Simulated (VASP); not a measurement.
Here is a VASP 6.6.1 calculation.

The input INCAR:

```
  ALGO = Normal
  EDIFF = 1E-6
  ENCUT = 520
  GGA = PE
  ISIF = 2
  ISMEAR = 0
  LASPH = True
  LCHARG = False
  LREAL = False
  LWAVE = False
  NBANDS = 11
  NELM = 60
  PREC = Accurate
  SIGMA = 0.01
```

Contents of KPOINTS:

```
k-points
0
Gamma
  8 8 8
```

File POSCAR:

```
AlN
1.0
    0.0000000000      2.1839940000      2.1839940000
    2.1839940000      0.0000000000      2.1839940000
    2.1839940000      2.1839940000      0.0000000000
Al N
1 1
Direct
    0.0000000000      0.0000000000      0.0000000000
    0.7500000000      0.7500000000      0.7500000000
```

Potentials or basis: VASP PAW PBE potentials, release 64 (Al, N).

The run is started by

```console
$ cat potpaw_PBE.64/Al/POTCAR potpaw_PBE.64/N/POTCAR > POTCAR
$ mpirun -np 1 vasp_std > vasp.out
```

Problem. Predict the pressure.

Solution. 4.6 GPa.

Problem. What does it give for the band gap on the k mesh?

Solution. 3.32 eV, indirect (least direct gap 4.20 eV).

A k mesh can miss the band edges.
